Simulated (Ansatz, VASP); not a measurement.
Two plane-wave programs on BaZrO3

File INCAR:

```
ALGO = Normal
EDIFF = 1E-6
ENCUT = 1340
GGA = PE
GGA_COMPAT = False
ISIF = 2
ISMEAR = 0
LASPH = True
LCHARG = False
LREAL = False
LWAVE = False
NBANDS = 28
NELM = 120
PREC = Accurate
SIGMA = 0.02
```

KPOINTS

```
k-points
0
Gamma
  6 6 6
```

POSCAR

```
BaZrO3
1.0
    4.1844611286      0.0000000000      0.0000000000
    0.0000000000      4.1844611286      0.0000000000
    0.0000000000      0.0000000000      4.1844611286
Ba Zr O
1 1 3
Direct
    0.0000000000      0.0000000000      0.0000000000
    0.5000000000      0.5000000000      0.5000000000
    0.0000000000      0.5000000000      0.5000000000
    0.5000000000      0.0000000000      0.5000000000
    0.5000000000      0.5000000000      0.0000000000
```

Input for Ansatz:

```yaml
crystal:
  lattice:
    - [4.1844611286, 0.0, 0.0]
    - [0.0, 4.1844611286, 0.0]
    - [0.0, 0.0, 4.1844611286]
  atoms:
    - { symbol: Ba, position: [0.0, 0.0, 0.0] }
    - { symbol: Zr, position: [0.5, 0.5, 0.5] }
    - { symbol: O, position: [0.0, 0.5, 0.5] }
    - { symbol: O, position: [0.5, 0.0, 0.5] }
    - { symbol: O, position: [0.5, 0.5, 0.0] }
basis:
  ecutwfc: 420
kpoints:
  mp_grid: { grid: [6, 6, 6] }
hamiltonian:
  xc: pbe
scf:
  occupations: { method: gaussian, width: 0.02 }
output:
  forces: true
  stress: true
  eigenvalues: true
```

Alike in both runs: task single point; functional PBE; k mesh 6 × 6 × 6; occupations gaussian, width 0.02 eV; no spin polarisation.

```csv
,VASP,Ansatz
version,VASP 6.6.1,Ansatz 0.2.0
potentials or method,"VASP PAW PBE potentials, release 64 (Ba_sv, Zr_sv, O_h), cutoff 1340 eV","scalar-relativistic, plane waves, PAW"
valence electrons in the cell,40,40
```

|  | VASP | Ansatz | Ansatz less VASP |
| --- | --- | --- | --- |
| gap on the k mesh at the Fermi level (eV) | 3.21 | 3.25 | +0.046 |
| least direct gap on the mesh (eV) | 3.42 | 3.44 | +0.020 |
| pressure (GPa) | 5.8 | 4.9 | -0.93 |

The functional is the same, so the differences come from potentials, cutoffs and numerics.

Spin-orbit coupling is off throughout.
